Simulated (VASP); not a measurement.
SiNi2:

```
Si Ni
1.0
     3.91193    0.00000    0.00000
    -1.95596    3.38783    0.00000
     0.00000    0.00000    4.99145
Si Ni
2 4
Direct
  0.33333 0.66667 0.75000
  0.66667 0.33333 0.25000
  0.00000 0.00000 0.00000
  0.00000 0.00000 0.50000
  0.33333 0.66667 0.25000
  0.66667 0.33333 0.75000
```

| Item | Value |
| --- | --- |
| Program | VASP 6.6.1 |
| Task | relaxation of cell and atoms |
| Functional | PBEsol |
| Potentials or basis | VASP PAW PBE potentials, release 64 (Si, Ni) |
| Cutoff | 600 eV |
| k mesh | 12 × 12 × 8 |
| Occupations | gaussian, width 0.1 eV |
| Spin | no spin polarisation |

At the start: pressure -7.6 GPa; volume 11.03 Å³/atom.

Q: Where does the relaxation end?

A: Over 6 steps the energy falls by 9.8 meV/atom and the volume is 10.63 Å³/atom (-3.6 %); space group P6_3/mmc (No. 194, to 0.1 Å) before and after.

Step by step:
```
step  energy change (eV)  largest force (eV/Å)  pressure (GPa)  volume (Å³)
   1              0.0000                0.0000           -7.61        66.15
   2              0.0185                0.0000           10.16        61.26
   3             -0.0580                0.0000           -0.01        63.80
   4             -0.0589                0.0000           -0.05        63.77
   5             -0.0589                0.0000           -0.04        63.77
   6             -0.0589                0.0000           -0.04        63.76
```

Final structure:
```cif
data_structure
_symmetry_space_group_name_H-M 'P 1'
_symmetry_Int_Tables_number 1
_cell_length_a 3.8703
_cell_length_b 3.8703
_cell_length_c 4.9153
_cell_angle_alpha 90.000
_cell_angle_beta 90.000
_cell_angle_gamma 120.000
_cell_volume 63.76
loop_
_atom_site_label
_atom_site_type_symbol
_atom_site_fract_x
_atom_site_fract_y
_atom_site_fract_z
_atom_site_occupancy
Si1 Si 0.33333 0.66667 0.75000 1
Si2 Si 0.66667 0.33333 0.25000 1
Ni1 Ni 0.00000 0.00000 0.00000 1
Ni2 Ni 0.00000 0.00000 0.50000 1
Ni3 Ni 0.33333 0.66667 0.25000 1
Ni4 Ni 0.66667 0.33333 0.75000 1
```

Caveat: the PAW data sets were made with another functional, which shifts forces and pressure a little.
